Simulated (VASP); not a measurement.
Wanted: the native input for a VASP 6.6.1 run.

* Task: single point
* Functional: PBE
* Potentials or basis: VASP PAW PBE potentials, release 64 (In_d, Sb)
* Cutoff: 520 eV
* k mesh: 12 × 12 × 12
* Occupations: gaussian, width 0.15 eV
* Spin: no spin polarisation
* Dipole correction: no
* Further INCAR settings: ALGO = Normal; EDIFF = 1e-07; NBANDS = 16

The structure of InSb lies in POSCAR:

```
InSb
1.0
    0.0000000000      3.1905135000      3.2876865000
    3.1905135000      0.0000000000      3.2876865000
    3.1905135000      3.1905135000      0.0000000000
In Sb
1 1
Direct
    0.0000000000      0.0000000000      0.0000000000
    0.7500000000      0.7500000000      0.7500000000
```

This cell differs from its parent crystal: strain -0.015 along x and y, +0.015 along z.

One way to write it, as run:

INCAR

```
PREC = Accurate
ENCUT = 520
EDIFF = 1E-7
ISMEAR = 0
SIGMA = 0.15
LREAL = F
LASPH = T
NELM = 100
ALGO = Normal
ISIF = 2
LWAVE = F
LCHARG = F
GGA = PE
NBANDS = 16
```

KPOINTS

```
regular mesh
0
Gamma
  12 12 12
```

Potentials or basis: VASP PAW PBE potentials, release 64 (In_d, Sb).

Command:

```console
$ cat potpaw_PBE.64/In_d/POTCAR potpaw_PBE.64/Sb/POTCAR > POTCAR
$ mpirun -np 1 vasp_std > vasp.out
```

It gave:

The pressure is 3.9 GPa and the band gap on the k mesh is zero (filled and empty bands touch).

Caveat: the cell differs from its parent crystal (strain -0.015 along x and y, +0.015 along z); the cell stands under pressure; semilocal functionals underestimate gaps, and a narrow one can read as zero; spin-orbit coupling is left out, which moves the levels of the heavy elements.

Run time: 4.4 min on 1 thread of Intel Xeon 8259CL, on a shared host, peak memory 0.34 GiB.
